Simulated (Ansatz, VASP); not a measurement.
One calculation of SnO2, two programs

```
Sn O
1.0
     1.65890    0.95777    4.05753
    -1.65890    0.95777    4.05753
     0.00000   -1.91553    4.05753
Sn O
1 2
Cartesian
  0.0000 0.0000 6.0863
  0.0000 0.0000 2.9389
  0.0000 0.0000 9.2337
```

Alike in both runs: task single point; functional PBEsol; k mesh 12 × 12 × 12; occupations gaussian, width 0.05 eV; no spin polarisation.

```csv
,VASP,Ansatz
version,VASP 6.6.1,Ansatz 0.2.0
potentials or method,"VASP PAW PBE potentials, release 64 (Sn_d, O), cutoff 520 eV","scalar-relativistic, plane waves, PAW"
valence electrons in the cell,26,26
```

|  | VASP | Ansatz | Ansatz less VASP |
| --- | --- | --- | --- |
| gap on the k mesh at the Fermi level (eV) | 1.04 | 1.06 | +0.012 |
| least direct gap on the mesh (eV) | 1.04 | 1.06 | +0.012 |
| pressure (GPa) | -3.9 | -4.6 | -0.69 |
| traceless stress, the component that is largest in VASP (GPa) | 5.30 | 5.83 | +0.528 |
| rms of the force components (eV/Å) | 0.166 | 0.143 | -0.0236 |

VASP's potentials were made for PBE, not for PBEsol, and Ansatz warns of the same on its side. Atom by atom the forces differ by 0.024 eV/Å (rms over components).
